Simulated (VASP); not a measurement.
# MgS (l.bB) (F-43m) in VASP: further runs

Runs on MgS (l.bB). Level: LDA. Tasks: single point.

All numbers are computed with VASP 6.6.1; they aren't measurements. Logs are shortened: lines on timing, memory, paths and dates and some standing lists are left out, and cuts for length are marked.

### Step 1. The cell of the first run

It takes space group F-43m (No. 216, cubic). Conventional cell: a = 5.594 Å, b = 5.594 Å, c = 5.594 Å, α = 90.00°, β = 90.00°, γ = 90.00°. Within 3.2 Å of Mg (site symmetry -43m) lie 4 S at 2.42 Å. Within 3.2 Å of S (site symmetry -43m) lie 4 Mg at 2.42 Å.

### Step 2. Single point, LDA

Contents of INCAR:

```
ALGO = Normal
EDIFF = 1E-6
ENCUT = 600
GGA_COMPAT = False
ISIF = 2
ISMEAR = 0
LASPH = True
LCHARG = False
LREAL = False
LWAVE = False
NBANDS = 11
NELM = 120
PREC = Accurate
SIGMA = 0.02
```

Contents of KPOINTS:

```
k-points
0
Gamma
  8 8 8
```

Contents of POSCAR:

```
MgS
1.0
    0.0000000000      2.7969475071      2.7969475071
    2.7969475071      0.0000000000      2.7969475071
    2.7969475071      2.7969475071      0.0000000000
Mg S
1 1
Direct
    0.0000000000      0.0000000000      0.0000000000
    0.2500000000      0.2500000000      0.2500000000
```

Potentials or basis: VASP PAW LDA potentials, release 64 (Mg, S).

Launch:

```console
$ cat potpaw_LDA.64/Mg/POTCAR potpaw_LDA.64/S/POTCAR > POTCAR
$ mpirun -np 1 vasp_std > vasp.out
```

OUTCAR:

```text
EDIFF = 1E-6
   ENCUT = 600
   ISIF = 2
   ISMEAR = 0
   LASPH = True
   LREAL = False
   NELM = 120
   PREC = Accurate

 ion  position               nearest neighbor table
   1  0.000  0.000  0.000-   2 2.42   2 2.42   2 2.42   2 2.42
   2  0.250  0.250  0.250-   1 2.42   1 2.42   1 2.42   1 2.42

  LATTYP: Found a face centered cubic cell.
 ALAT       =     5.5938950142

  Lattice vectors:

 A1 = (   0.0000000000,   2.7969475071,   2.7969475071)
 A2 = (   2.7969475071,   0.0000000000,   2.7969475071)
 A3 = (   2.7969475071,   2.7969475071,   0.0000000000)

Analysis of symmetry for initial positions (statically):
=====================================================================
 Subroutine PRICEL returns:
 Original cell was already a primitive cell.

 Routine SETGRP: Setting up the symmetry group for a
 face centered cubic supercell.

 Subroutine GETGRP returns: Found 24 space group operations
 (whereof 24 operations were pure point group operations)
 out of a pool of 48 trial point group operations.

The static configuration has the point symmetry T_d .

Analysis of symmetry for dynamics (positions and initial velocities):
=====================================================================
 Subroutine PRICEL returns:
 Original cell was already a primitive cell.

 Routine SETGRP: Setting up the symmetry group for a
 face centered cubic supercell.

 Subroutine GETGRP returns: Found 24 space group operations
 (whereof 24 operations were pure point group operations)
 out of a pool of 48 trial point group operations.

The dynamic configuration has the point symmetry T_d .

 Subroutine INISYM returns: Found 24 space group operations
 (whereof 24 operations are pure point group operations),
 and found     1 'primitive' translations

----------------------------------------------------------------------------------------

                                     Primitive cell

  volume of cell :      43.7606

  direct lattice vectors                    reciprocal lattice vectors
     0.000000000  2.796947507  2.796947507    -0.178766315  0.178766315  0.178766315
     2.796947507  0.000000000  2.796947507     0.178766315 -0.178766315  0.178766315
     2.796947507  2.796947507  0.000000000     0.178766315  0.178766315 -0.178766315

  length of vectors
     3.955481098  3.955481098  3.955481098     0.309632341  0.309632341  0.309632341

  position of ions in fractional coordinates (direct lattice)
     0.000000000  0.000000000  0.000000000
     0.250000000  0.250000000  0.250000000

  ion indices of the primitive-cell ions
   primitive index   ion index
                 1           1
                 2           2

----------------------------------------------------------------------------------------

 KPOINTS: k-points

Automatic generation of k-mesh.
 Grid dimensions read from file:
 generate k-points for:    8    8    8

 Generating k-lattice:

  Cartesian coordinates                     Fractional coordinates (reciprocal lattice)
    -0.022345789  0.022345789  0.022345789     0.125000000  0.000000000  0.000000000
     0.022345789 -0.022345789  0.022345789     0.000000000  0.125000000  0.000000000
     0.022345789  0.022345789 -0.022345789     0.000000000  0.000000000  0.125000000

  Length of vectors
     0.038704043  0.038704043  0.038704043

  Shift w.r.t. Gamma in fractional coordinates (k-lattice)
     0.000000000  0.000000000  0.000000000

 Subroutine IBZKPT returns following result:
 ===========================================

 Found     29 irreducible k-points:

 Following reciprocal coordinates:
            Coordinates               Weight
  0.000000  0.000000  0.000000      1.000000
  0.125000  0.000000  0.000000      8.000000
  0.250000  0.000000  0.000000      8.000000
  0.375000  0.000000  0.000000      8.000000
  0.500000  0.000000  0.000000      4.000000
  0.125000  0.125000  0.000000      6.000000
[... 16 lines left out ...]
  0.500000  0.250000  0.125000     48.000000
 -0.375000  0.250000  0.125000     24.000000
 [... further k-points ...]
   k-points           NKPTS =     29   k-points in BZ     NKDIM =     29   number of bands    NBANDS=     11
   number of dos      NEDOS =    301   number of ions     NIONS =      2
   total plane-waves  NPLWV =  32768
   dimension x,y,z NGX =    32 NGY =   32 NGZ =   32
   dimension x,y,z NGXF=    64 NGYF=   64 NGZF=   64
   ions per type =               1   1
   NGX,Y,Z   is equivalent  to a cutoff of  13.45, 13.45, 13.45 a.u.
   NGXF,Y,Z  is equivalent  to a cutoff of  26.90, 26.90, 26.90 a.u.
 SYSTEM =  unknown system
   PREC   = accura    normal or accurate (medium, high low for compatibility)
   ISTART =      0    job   : 0-new  1-cont  2-samecut
   ICHARG =      2    charge: 1-file 2-atom 10-const
   ISPIN  =      1    spin polarized calculation?
   LNONCOLLINEAR =      F non collinear calculations
   LSORBIT =      F    spin-orbit coupling
   LASPH  =      T    aspherical Exc in radial PAW
   ENCUT  =  600.0 eV  44.10 Ry    6.64 a.u.   7.90  7.90  7.90*2*pi/ulx,y,z
   NELM   =    120;   NELMIN=  2; NELMDL= -5     # of ELM steps
   EDIFF  = 0.1E-05   stopping-criterion for ELM
   LREAL  =      F    real-space projection
   EDIFFG = 0.1E-04   stopping-criterion for IOM
   NSW    =      0    number of steps for IOM
   IBRION =     -1    ionic relax: 0-MD 1-quasi-New 2-CG
   NFREE  =      0    steps in history (QN), initial steepest desc. (CG)
   ISIF   =      2    stress and relaxation
   ISYM   =      2    0-nonsym 1-usesym 2-fastsym
   POTIM  = 0.5000    time-step for ionic-motion
   TEBEG  =    0.0;   TEEND  =   0.0 temperature during run
   PSTRESS=    0.0 pullay stress
   NELECT =       8.0000    total number of electrons
   NUPDOWN=      -1.0000    fix difference up-down
   EMIN   =  10.00;   EMAX   =-10.00  energy-range for DOS
   EFERMI =   0.00;   METHOD = LEGACY
   ISMEAR =     0;   SIGMA  =   0.02  broadening in eV -4-tet -1-fermi 0-gaus
   EFERMI_NEDOS =   21; number of points for ismear=-14 and -15
   IALGO  =     38    algorithm
   IMIX   =      4    mixing-type and parameters
     AMIX     =   0.40;   BMIX     =  1.00
     AMIX_MAG =   1.60;   BMIX_MAG =  1.00
  volume/ion in A,a.u.               =      21.88       147.66
  Fermi-wavevector in a.u.,A,eV,Ry     =   0.929131  1.755804 11.745710  0.863285
  Thomas-Fermi vector in A             =   2.055382
   LORBIT       =      0    0 simple, 1 ext, 2 COOP (PROOUT), +10 PAW based schemes
   GGA     = CA    functional components
   LHFCALC =     F    Hartree Fock is set to
   AEXX    =    0.0000 exact exchange contribution
   IVDW    =     0    specifies the selected vdW correction
   LEPSILON=     F    determine dielectric tensor
   LRPA    =     F    only Hartree local field effects (RPA)
 non-spin polarized calculation
 Gauss-broadening in eV      SIGMA  =   0.02
  energy-cutoff  :      600.00
  volume of cell :       43.76
 maximum number of plane-waves:      1476
   NGX = 15   NGY = 15   NGZ = 15

 number of electron       7.9999999 magnetization

 Free energy of the ion-electron system (eV)
  ---------------------------------------------------
  ext. energy  EPLUGINS =         0.00000000
  ---------------------------------------------------
  free energy    TOTEN  =        -9.39389561 eV

  energy without entropy =       -9.39389561  energy(sigma->0) =       -9.39389561

 E-fermi :   1.2783     XC(G=0):  -8.8998

 val. band max:        1.1266779033   @ k =   0.0000   0.0000   0.0000
 cond. band min:       4.5034705816   @ k =   0.0000   0.0000   0.0000
 fundamental gap:      3.3767926783
 Fermi energy:         1.2783240892

 k-point     1 :       0.0000    0.0000    0.0000
  band No.  band energies     occupation
      1     -10.2347      2.00000
      2       1.1267      2.00000
      3       1.1267      2.00000
      4       1.1267      2.00000
      5       4.5035      0.00000
      6       8.9860      0.00000
      7       8.9860      0.00000
      8       8.9860      0.00000
      9      11.9429      0.00000
     10      11.9429      0.00000
     11      14.7803      0.00000

 k-point     2 :       0.1250    0.0000    0.0000
  band No.  band energies     occupation
      1     -10.1387      2.00000
      2       0.3946      2.00000
      3       1.0700      2.00000
      4       1.0700      2.00000
      5       5.1927      0.00000
      6       8.7995      0.00000
      7       9.1699      0.00000
      8       9.1699      0.00000
      9      11.4505      0.00000
     10      11.4505      0.00000
     11      14.1340      0.00000

 k-point     3 :       0.2500    0.0000    0.0000
  band No.  band energies     occupation
      1      -9.8887      2.00000
      2      -0.8497      2.00000
      3       0.9426      2.00000
      4       0.9426      2.00000
      5       6.0333      0.00000
      6       8.8694      0.00000
      7       9.1960      0.00000
      8       9.1960      0.00000
      9      11.5049      0.00000
     10      11.5049      0.00000
     11      13.2700      0.00000

 k-point     4 :       0.3750    0.0000    0.0000
  band No.  band energies     occupation
      1      -9.6058      2.00000
      2      -1.8350      2.00000
      3       0.8265      2.00000
      4       0.8265      2.00000
      5       6.1691      0.00000
      6       8.8162      0.00000
      7       8.8162      0.00000
      8       9.4488      0.00000
      9      12.8537      0.00000
     10      12.8537      0.00000
     11      13.3105      0.00000

 k-point     5 :       0.5000    0.0000    0.0000
  band No.  band energies     occupation
      1      -9.4761      2.00000
      2      -2.2112      2.00000
      3       0.7812      2.00000
      4       0.7812      2.00000
      5       6.1269      0.00000
      6       8.6375      0.00000
      7       8.6375      0.00000
      8       9.6708      0.00000
      9      13.9711      0.00000
     10      14.3875      0.00000
     11      14.3875      0.00000
[... 211 lines left out ...]
 k-point    21 :       0.5000    0.5000    0.0000
  band No.  band energies     occupation
      1      -9.2307      2.00000
      2      -1.8621      2.00000
      3       0.0250      2.00000
      4       0.0250      2.00000
      5       4.7531      0.00000
      6       6.6044      0.00000
      7      12.3643      0.00000
      8      13.4269      0.00000
      9      13.4269      0.00000
     10      15.1369      0.00000
     11      15.1377      0.00000

 k-point    22 :       0.3750    0.2500    0.1250
  band No.  band energies     occupation
      1      -9.6943      2.00000
      2      -1.0632      2.00000
      3       0.2185      2.00000
      4       0.7239      2.00000
      5       6.7513      0.00000
      6       8.0044      0.00000
      7       8.5890      0.00000
      8      10.2901      0.00000
      9      10.8071      0.00000
     10      13.5425      0.00000
     11      15.5583      0.00000

 k-point    23 :       0.5000    0.2500    0.1250
  band No.  band energies     occupation
      1      -9.4585      2.00000
      2      -1.6010      2.00000
      3      -0.1544      2.00000
      4       0.5345      2.00000
      5       6.9750      0.00000
      6       7.8151      0.00000
      7       8.9690      0.00000
      8      10.1229      0.00000
      9      11.9777      0.00000
     10      14.6511      0.00000
     11      15.2662      0.00000

 k-point    24 :      -0.3750    0.2500    0.1250
  band No.  band energies     occupation
      1      -9.3529      2.00000
      2      -1.8355      2.00000
      3      -0.2643      2.00000
      4       0.4328      2.00000
      5       7.0338      0.00000
      6       7.5268      0.00000
      7       9.8699      0.00000
      8       9.9053      0.00000
      9      12.5178      0.00000
     10      13.9613      0.00000
     11      15.4395      0.00000

 [... further k-points ...]
[... 5 lines left out ...]
  --------------------------------------------------------------------------------------
  -------------------------------------------------------------------------------------
  Total       -0.0888669     -0.0888669     -0.0888669      0.0000000     -0.0000000     -0.0000000
  in kB       -3.2536268     -3.2536268     -3.2536268      0.0000000     -0.0000000     -0.0000000
  external PRESSURE =      -3.2536268 kB  Pullay stress =       0.0000000 kB

 VOLUME and BASIS-vectors are now :
 -----------------------------------------------------------------------------
  energy-cutoff  :      600.00
  volume of cell :       43.76
      direct lattice vectors                 reciprocal lattice vectors
     0.000000000  2.796947507  2.796947507    -0.178766315  0.178766315  0.178766315
     2.796947507  0.000000000  2.796947507     0.178766315 -0.178766315  0.178766315
     2.796947507  2.796947507  0.000000000     0.178766315  0.178766315 -0.178766315

 POSITION                                       TOTAL-FORCE (eV/Angst)
 -----------------------------------------------------------------------------------
      0.00000      0.00000      0.00000        -0.000000     -0.000000     -0.000000
      1.39847      1.39847      1.39847         0.000000      0.000000      0.000000
 -----------------------------------------------------------------------------------
    total drift:                                0.000000      0.000000      0.000000

  FREE ENERGIE OF THE ION-ELECTRON SYSTEM (eV)
  ---------------------------------------------------
  free  energy   TOTEN  =        -9.3938956052 eV

  energy  without entropy=       -9.3938956052  energy(sigma->0) =       -9.39389561
```

Wall time 19 s (1 thread of Intel Xeon 8259CL, shared host); peak memory 0.16 GiB.

What came out:

```
Free energy            : -9.3939 eV
Pressure               : -0.3 GPa
Band gap on the k mesh : 3.38 eV, direct
```

A k mesh can miss the band edges. Expect the measured gap to be larger: semilocal functionals such as LDA lack the derivative discontinuity.

### Step 3. Single point, LDA

Contents of INCAR:

```
PREC = Accurate
ENCUT = 600
EDIFF = 1E-6
ISMEAR = 0
SIGMA = 0.02
LREAL = False
LASPH = True
NELM = 120
ALGO = Normal
ISIF = 2
LWAVE = False
LCHARG = False
GGA = CA
NBANDS = 11
GGA_COMPAT = False
```

Contents of KPOINTS:

```
regular mesh
0
Gamma
  8 8 8
```

POSCAR is that of step 2.

Potentials or basis: VASP PAW LDA potentials, release 64 (Mg, S).

Launch:

```console
$ cat potpaw_LDA.64/Mg/POTCAR potpaw_LDA.64/S/POTCAR > POTCAR
$ mpirun -np 1 vasp_std > vasp.out
```

Wall time 20 s (1 thread of Intel Xeon 8259CL, shared host); peak memory 0.16 GiB.

Results (log left out):

* Free energy: -9.3939 eV
* Pressure: -0.3 GPa
* Band gap on the k mesh: 3.38 eV, direct

Levels at points of the mesh, in eV from the valence-band top:
| k point | band 1 | band 2 | band 3 | band 4 | band 5 | band 6 | band 7 | band 8 |
| --- | --- | --- | --- | --- | --- | --- | --- | --- |
| (0.00, 0.00, 0.00) | -11.36 | 0.00 | 0.00 | 0.00 | 3.38 | 7.86 | 7.86 | 7.86 |
| (0.50, 0.00, 0.00) | -10.60 | -3.34 | -0.35 | -0.35 | 5.00 | 7.51 | 7.51 | 8.54 |
| (0.50, 0.50, 0.00) | -10.36 | -2.99 | -1.10 | -1.10 | 3.63 | 5.48 | 11.24 | 12.30 |
